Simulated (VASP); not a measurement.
Write the native input for VASP 6.6.1 that does the following.

| Property | Result |
| --- | --- |
| Task | single point |
| Functional | LDA |
| Potentials or basis | VASP PAW LDA potentials, release 64 (Al) |
| Cutoff | 520 eV |
| k mesh | 23 × 23 × 23 |
| Occupations | fermi-dirac, width 0.1 eV |
| Spin | no spin polarisation |
| Dipole correction | no |
| Further INCAR settings | ALGO = Normal; EDIFF = 1e-07; NBANDS = 8 |

The structure of Al lies in POSCAR:

```
Al
1.0
   -1.5951996259      1.5951996259      1.5951996259
    1.5951996259     -1.5951996259      1.5951996259
    1.5951996259      1.5951996259     -1.5951996259
Al
1
Direct
    0.0000000000      0.0000000000      0.0000000000
```

The input as run:

INCAR

```
SYSTEM = Al
PREC = Accurate ; ENCUT = 520
EDIFF = 1E-7 ; ISMEAR = -1
SIGMA = 0.1 ; LREAL = .FALSE.
LASPH = .TRUE. ; NELM = 100
ALGO = Normal ; ISIF = 2
LWAVE = .FALSE. ; LCHARG = .TRUE.
LELF = .TRUE. ; LVHAR = .TRUE.
NBANDS = 8
```

KPOINTS

```
Automatic mesh
0
G
  23 23 23
  0 0 0
```

Potentials or basis: VASP PAW LDA potentials, release 64 (Al).

Run with:

```console
$ cat potpaw_LDA.64/Al/POTCAR > POTCAR
$ mpirun -np 1 vasp_std > vasp.out
```

It gave:

| Property | Result |
| --- | --- |
| Pressure | 0.0 GPa |

It took 15 s on 1 thread of Intel Xeon 6975P-C, on a shared host, peak memory 0.15 GiB.
